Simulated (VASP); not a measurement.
A run of VASP 6.6.1:

File INCAR:

```
  PREC = Accurate
  ENCUT = 520
  EDIFF = 1E-6
  ISMEAR = -1
  SIGMA = 0.06122561905347299
  LREAL = F
  LASPH = T
  NELM = 100
  ALGO = Normal
  ISIF = 2
  LWAVE = F
  LCHARG = F
  GGA = PE
  NBANDS = 16
```

Contents of KPOINTS:

```
regular mesh
0
Gamma
  34 34 34
```

File POSCAR:

```
S2O
1.0
    0.0000000000      2.7173595593      2.7173595593
    2.7173595593      0.0000000000      2.7173595593
    2.7173595593      2.7173595593      0.0000000000
S O
2 1
Direct
    0.2500000000      0.2500000000      0.2500000000
    0.7500000000      0.7500000000      0.7500000000
    0.0000000000      0.0000000000      0.0000000000
```

Potentials or basis: VASP PAW PBE potentials, release 64 (S, O).

Launch:

```bash
$ cat potpaw_PBE.64/S/POTCAR potpaw_PBE.64/O/POTCAR > POTCAR
$ mpirun -np 1 vasp_std > vasp.out
```

Hardware: 1 thread of Intel(R) Xeon(R) Platinum 8559C (Emerald Rapids), on a shared host.

**Question.** How long does it take, and how much memory?

**Answer.** It took 6.3 min on 1 thread of Intel(R) Xeon(R) Platinum 8559C (Emerald Rapids), on a shared host, peak memory 0.62 GiB. Counts: scf iterations 13, k points 1059.
